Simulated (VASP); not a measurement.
# SiC (Cm) in VASP: further runs, part 2 of 3

VASP 6.6.1. The steps go on from the part before.

### 3 Single point, r2SCAN

Input file POSCAR:

```
SiC
1.0
    0.0000000000      2.1740000000      2.1740000000
    2.1740000000      0.0000000000      2.1740000000
    2.1740000000      2.1740000000      0.0000000000
Si C
1 1
Direct
   -0.1016425341      0.0000000000      0.0000000000
    0.7500000000      0.7500000000      0.7500000000
```

Input file INCAR.step1:

```
PREC = Accurate ; ENCUT = 520
ISMEAR = 0 ; SIGMA = 0.05
LREAL = False ; LASPH = True
NELM = 60 ; NBANDS = 11
GGA = PE ; ALGO = Normal
EDIFF = 1E-4 ; LWAVE = True
LCHARG = False
```

Input file INCAR.step2:

```
PREC = Accurate ; ENCUT = 520
EDIFF = 1E-6 ; ISMEAR = 0
SIGMA = 0.05 ; LREAL = False
LASPH = True ; NELM = 60
ALGO = Normal ; ISIF = 2
LWAVE = False ; LCHARG = True
METAGGA = R2SCAN ; LMIXTAU = True
LELF = True ; LVHAR = True
NBANDS = 11 ; ISTART = 1
```

Input file KPOINTS:

```
regular mesh
0
Gamma
  12 12 12
```

Potentials or basis: VASP PAW PBE potentials, release 64 (Si, C).

Started as:

```bash
$ cat potpaw_PBE.64/Si/POTCAR potpaw_PBE.64/C/POTCAR > POTCAR
$ cp INCAR.step1 INCAR
$ mpirun -np 1 vasp_std > vasp.out
$ cp INCAR.step2 INCAR
$ mpirun -np 1 vasp_std > vasp.out
```

OUTCAR:

```text
PREC = Accurate
   ENCUT = 520
   EDIFF = 1E-6
   ISMEAR = 0
   LREAL = False
   LASPH = True
   NELM = 60
   ISIF = 2
   METAGGA = R2SCAN
   ISTART = 1

 ion  position               nearest neighbor table
   1  0.898  0.000  0.000-   2 1.64   2 1.91   2 1.91   2 2.15
   2  0.750  0.750  0.750-   1 1.64   1 1.91   1 1.91   1 2.15

  LATTYP: Found a face centered cubic cell.
 ALAT       =     4.3480000000

  Lattice vectors:

 A1 = (   0.0000000000,   2.1740000000,   2.1740000000)
 A2 = (   2.1740000000,   0.0000000000,   2.1740000000)
 A3 = (   2.1740000000,   2.1740000000,   0.0000000000)

Analysis of symmetry for initial positions (statically):
=====================================================================
 Subroutine PRICEL returns:
 Original cell was already a primitive cell.

 Routine SETGRP: Setting up the symmetry group for a
 face centered cubic supercell.

 Subroutine GETGRP returns: Found  2 space group operations
 (whereof  2 operations were pure point group operations)
 out of a pool of 48 trial point group operations.

The static configuration has the point symmetry C_1h.

Analysis of symmetry for dynamics (positions and initial velocities):
=====================================================================
 Subroutine PRICEL returns:
 Original cell was already a primitive cell.

 Routine SETGRP: Setting up the symmetry group for a
 face centered cubic supercell.

 Subroutine GETGRP returns: Found  2 space group operations
 (whereof  2 operations were pure point group operations)
 out of a pool of 48 trial point group operations.

The dynamic configuration has the point symmetry C_1h.

 Subroutine INISYM returns: Found  2 space group operations
 (whereof  2 operations are pure point group operations),
 and found     1 'primitive' translations

----------------------------------------------------------------------------------------

                                     Primitive cell

  volume of cell :      20.5498

  direct lattice vectors                    reciprocal lattice vectors
     0.000000000  2.174000000  2.174000000    -0.229990800  0.229990800  0.229990800
     2.174000000  0.000000000  2.174000000     0.229990800 -0.229990800  0.229990800
     2.174000000  2.174000000  0.000000000     0.229990800  0.229990800 -0.229990800

  length of vectors
     3.074500285  3.074500285  3.074500285     0.398355752  0.398355752  0.398355752

  position of ions in fractional coordinates (direct lattice)
     0.898357466  0.000000000  0.000000000
     0.750000000  0.750000000  0.750000000

  ion indices of the primitive-cell ions
   primitive index   ion index
                 1           1
                 2           2

----------------------------------------------------------------------------------------

 KPOINTS: regular mesh

Automatic generation of k-mesh.
 Grid dimensions read from file:
 generate k-points for:   12   12   12

 Generating k-lattice:

  Cartesian coordinates                     Fractional coordinates (reciprocal lattice)
    -0.019165900  0.019165900  0.019165900     0.083333333  0.000000000  0.000000000
     0.019165900 -0.019165900  0.019165900     0.000000000  0.083333333  0.000000000
     0.019165900  0.019165900 -0.019165900     0.000000000  0.000000000  0.083333333

  Length of vectors
     0.033196313  0.033196313  0.033196313

  Shift w.r.t. Gamma in fractional coordinates (k-lattice)
     0.000000000  0.000000000  0.000000000

 Subroutine IBZKPT returns following result:
 ===========================================

 Found    476 irreducible k-points:

 Following reciprocal coordinates:
            Coordinates               Weight
  0.000000  0.000000  0.000000      1.000000
  0.083333  0.000000  0.000000      2.000000
  0.000000  0.083333  0.000000      4.000000
  0.083333  0.083333  0.083333      2.000000
  0.166667  0.000000  0.000000      2.000000
  0.000000  0.166667  0.000000      4.000000
[... 16 lines left out ...]
  0.000000  0.166667  0.083333      4.000000
  0.083333  0.000000  0.166667      4.000000
 [... further k-points ...]
   k-points           NKPTS =    476   k-points in BZ     NKDIM =    476   number of bands    NBANDS=     11
   number of dos      NEDOS =    301   number of ions     NIONS =      2
   total plane-waves  NPLWV =  13824
   dimension x,y,z NGX =    24 NGY =   24 NGZ =   24
   dimension x,y,z NGXF=    48 NGYF=   48 NGZF=   48
   ions per type =               1   1
   NGX,Y,Z   is equivalent  to a cutoff of  12.98, 12.98, 12.98 a.u.
   NGXF,Y,Z  is equivalent  to a cutoff of  25.95, 25.95, 25.95 a.u.
 SYSTEM =  unknown system
   PREC   = accura    normal or accurate (medium, high low for compatibility)
   ISTART =      1    job   : 0-new  1-cont  2-samecut
   ICHARG =      0    charge: 1-file 2-atom 10-const
   ISPIN  =      1    spin polarized calculation?
   LNONCOLLINEAR =      F non collinear calculations
   LSORBIT =      F    spin-orbit coupling
   LASPH  =      T    aspherical Exc in radial PAW
   ENCUT  =  520.0 eV  38.22 Ry    6.18 a.u.   5.72  5.72  5.72*2*pi/ulx,y,z
   NELM   =     60;   NELMIN=  2; NELMDL=  0     # of ELM steps
   EDIFF  = 0.1E-05   stopping-criterion for ELM
   LREAL  =      F    real-space projection
   EDIFFG = 0.1E-04   stopping-criterion for IOM
   NSW    =      0    number of steps for IOM
   IBRION =     -1    ionic relax: 0-MD 1-quasi-New 2-CG
   NFREE  =      0    steps in history (QN), initial steepest desc. (CG)
   ISIF   =      2    stress and relaxation
   ISYM   =      2    0-nonsym 1-usesym 2-fastsym
   POTIM  = 0.5000    time-step for ionic-motion
   TEBEG  =    0.0;   TEEND  =   0.0 temperature during run
   PSTRESS=    0.0 pullay stress
   NELECT =       8.0000    total number of electrons
   NUPDOWN=      -1.0000    fix difference up-down
   EMIN   =  10.00;   EMAX   =-10.00  energy-range for DOS
   EFERMI =   0.00;   METHOD = LEGACY
   ISMEAR =     0;   SIGMA  =   0.05  broadening in eV -4-tet -1-fermi 0-gaus
   EFERMI_NEDOS =   21; number of points for ismear=-14 and -15
   IALGO  =     38    algorithm
   IMIX   =      4    mixing-type and parameters
     AMIX     =   0.40;   BMIX     =  1.00
     AMIX_MAG =   1.60;   BMIX_MAG =  1.00
  volume/ion in A,a.u.               =      10.27        69.34
  Fermi-wavevector in a.u.,A,eV,Ry     =   1.195369  2.258920 19.441458  1.428907
  Thomas-Fermi vector in A             =   2.331336
   LORBIT       =      0    0 simple, 1 ext, 2 COOP (PROOUT), +10 PAW based schemes
   METAGGA = R2SCAN    functional components
   LHFCALC =     F    Hartree Fock is set to
   AEXX    =    0.0000 exact exchange contribution
   IVDW    =     0    specifies the selected vdW correction
   LEPSILON=     F    determine dielectric tensor
   LRPA    =     F    only Hartree local field effects (RPA)
 non-spin polarized calculation
 Gauss-broadening in eV      SIGMA  =   0.05
  energy-cutoff  :      520.00
  volume of cell :       20.55
 maximum number of plane-waves:       568
   NGX = 11   NGY = 11   NGZ = 11

 number of electron       8.0000001 magnetization

 Free energy of the ion-electron system (eV)
  ---------------------------------------------------
  ext. energy  EPLUGINS =         0.00000000
  ---------------------------------------------------
  free energy    TOTEN  =       -18.31866605 eV

  energy without entropy =      -18.31866602  energy(sigma->0) =      -18.31866603

 E-fermi :   9.3238     XC(G=0): -11.9642

 val. band max:        9.1919182256   @ k =   0.0000   0.0000   0.0000
 cond. band min:       9.4556582274   @ k =   0.0000   0.5000   0.5000
 fundamental gap:      0.2637400017
 Fermi energy:         9.3237895628

 k-point     1 :       0.0000    0.0000    0.0000
  band No.  band energies     occupation
      1      -8.2421      2.00000
      2       6.4421      2.00000
      3       8.0752      2.00000
      4       9.1919      1.99981
      5      14.5087      0.00000
      6      15.6989      0.00000
      7      15.9451      0.00000
      8      16.8625      0.00000
      9      23.1401      0.00000
     10      23.2322      0.00000
     11      24.6274      0.00000
[... 309 lines left out ...]
 k-point    24 :       0.0833    0.0000    0.1667
  band No.  band energies     occupation
      1      -7.7285      2.00000
      2       5.3822      2.00000
      3       6.7613      2.00000
      4       8.7670      2.00000
      5      14.6479      0.00000
      6      15.3554      0.00000
      7      16.8131      0.00000
      8      18.1707      0.00000
      9      20.7065      0.00000
     10      23.0120      0.00000
     11      25.3004      0.00000

 [... further k-points ...]
[... 5 lines left out ...]
  --------------------------------------------------------------------------------------
  -------------------------------------------------------------------------------------
  Total        2.8013086      1.2596629      1.2596629      2.1994377      1.8144236      2.1994389
  in kB      218.4051737     98.2101350     98.2101350    171.4800622    141.4622799    171.4801575
  external PRESSURE =     138.2751479 kB  Pullay stress =       0.0000000 kB

 VOLUME and BASIS-vectors are now :
 -----------------------------------------------------------------------------
  energy-cutoff  :      520.00
  volume of cell :       20.55
      direct lattice vectors                 reciprocal lattice vectors
     0.000000000  2.174000000  2.174000000    -0.229990800  0.229990800  0.229990800
     2.174000000  0.000000000  2.174000000     0.229990800 -0.229990800  0.229990800
     2.174000000  2.174000000  0.000000000     0.229990800  0.229990800 -0.229990800

 POSITION                                       TOTAL-FORCE (eV/Angst)
 -----------------------------------------------------------------------------------
      0.00000      1.95303      1.95303         3.592060      4.717097      4.717097
      3.26100      3.26100      3.26100        -3.592060     -4.717097     -4.717097
 -----------------------------------------------------------------------------------
    total drift:                                0.000172      0.000047      0.000047

  FREE ENERGIE OF THE ION-ELECTRON SYSTEM (eV)
  ---------------------------------------------------
  free  energy   TOTEN  =       -18.3186660505 eV

  energy  without entropy=      -18.3186660194  energy(sigma->0) =      -18.31866603
```

OUTCAR.step1:

```text
PREC = Accurate
   ENCUT = 520
   ISMEAR = 0
   LREAL = False
   LASPH = True
[... 557 lines left out ...]
      0.00000      1.95303      1.95303         3.589494      4.630435      4.630435
      3.26100      3.26100      3.26100        -3.589494     -4.630435     -4.630435
 -----------------------------------------------------------------------------------
    total drift:                                0.002205      0.002694      0.002694

  FREE ENERGIE OF THE ION-ELECTRON SYSTEM (eV)
  ---------------------------------------------------
  free  energy   TOTEN  =       -14.0659232796 eV

  energy  without entropy=      -14.0658875747  energy(sigma->0) =      -14.06590543
```

OSZICAR.step1:

```text
N       E                     dE             d eps       ncg     rms          rms(c)
DAV:   1     0.554922928285E+01    0.55492E+01   -0.39746E+03 10584   0.624E+02
DAV:   2    -0.156157154504E+02   -0.21165E+02   -0.20347E+02 13146   0.112E+02
DAV:   3    -0.162911316272E+02   -0.67542E+00   -0.67401E+00 12860   0.171E+01
DAV:   4    -0.162937677280E+02   -0.26361E-02   -0.26359E-02 11846   0.135E+00
DAV:   5    -0.162937796048E+02   -0.11877E-04   -0.11877E-04 12773   0.851E-02    0.971E+00
DAV:   6    -0.141375105703E+02    0.21563E+01   -0.79064E+00 11405   0.126E+01    0.409E+00
DAV:   7    -0.140758300422E+02    0.61681E-01   -0.45039E-01 12530   0.395E+00    0.196E+00
DAV:   8    -0.140658194533E+02    0.10011E-01   -0.28069E-02 11606   0.111E+00    0.197E-01
DAV:   9    -0.140658305487E+02   -0.11095E-04   -0.24083E-03 12613   0.290E-01    0.121E-01
DAV:  10    -0.140659232796E+02   -0.92731E-04   -0.29078E-04 11201   0.110E-01
   1 F= -.14065923E+02 E0= -.14065905E+02  d E =-.357049E-04
```

It took 2.9 min on 1 thread of Intel Xeon Platinum 8488C (Sapphire Rapids), shared host; peak memory 0.22 GiB.

What came out:

```yaml
Free_energy: -18.3187 eV
Pressure: 13.8 GPa
Largest_force: 7.577 eV/Å
Band_gap_on_the_k_mesh: 0.26 eV, indirect (least direct gap 4.28 eV)
```

Forces in eV/Å, atoms in the order of the input:
```
Si   3.592  4.717  4.717
C   -3.592 -4.717 -4.717
```

Stress tensor (GPa, compression positive):
```
21.84 17.15 17.15
17.15  9.82 14.15
17.15 14.15  9.82
```

Caveat: the cell differs from its parent crystal (all Si atoms moved +0.312 Å, as atom 1 towards its neighbour atom 1 (Si) at 3.075 Å); the PAW data sets were made with another functional, which shifts forces and pressure a little. A k mesh can miss the band edges.

(Continued in part 3 of 3.)
